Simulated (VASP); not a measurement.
Set up this calculation in VASP 6.6.1, as the native input.

* Task: single point
* Functional: PBE
* Potentials or basis: VASP PAW PBE potentials, release 64 (Zn)
* Cutoff: 520 eV
* k mesh: 6 × 6 × 6
* Occupations: gaussian, width 0.1 eV
* Spin: no spin polarisation
* Dipole correction: no
* Further INCAR settings: ALGO = Normal; EDIFF = 1e-06; NBANDS = 12

The structure of Zn lies in POSCAR:

```
Zn
1.0
    2.6648897999      0.0000000000      0.0000000000
    0.0000000000      2.6648897999      0.0000000000
    0.0000000000      0.0000000000      2.6648897999
Zn
1
Direct
    0.0000000000      0.0000000000      0.0000000000
```

This isn't the form of Zn at room conditions, which is hcp.

These files were run (other wordings do the same):

INCAR

```
PREC = Accurate ; ENCUT = 520
EDIFF = 1E-6 ; ISMEAR = 0
SIGMA = 0.1 ; LREAL = F
LASPH = T ; NELM = 100
ALGO = Normal ; ISIF = 2
LWAVE = F ; LCHARG = F
GGA = PE ; NBANDS = 12
```

KPOINTS

```
regular mesh
0
Gamma
  6 6 6
```

Potentials or basis: VASP PAW PBE potentials, release 64 (Zn).

The run is started by

```console
$ cat potpaw_PBE.64/Zn/POTCAR > POTCAR
$ mpirun -np 1 vasp_std > vasp.out
```

It gave:

```
Pressure               : -0.1 GPa
Band gap on the k mesh : zero (bands 6 and 7 overlap by 7.96 eV)
```

Caveat: the k points lie up to 0.39 Å⁻¹ apart, too coarse for converged energies and pressures of a metal.

Wall time 7.4 s on 1 thread of Intel Xeon 8259CL (shared host), peak memory 0.12 GiB.
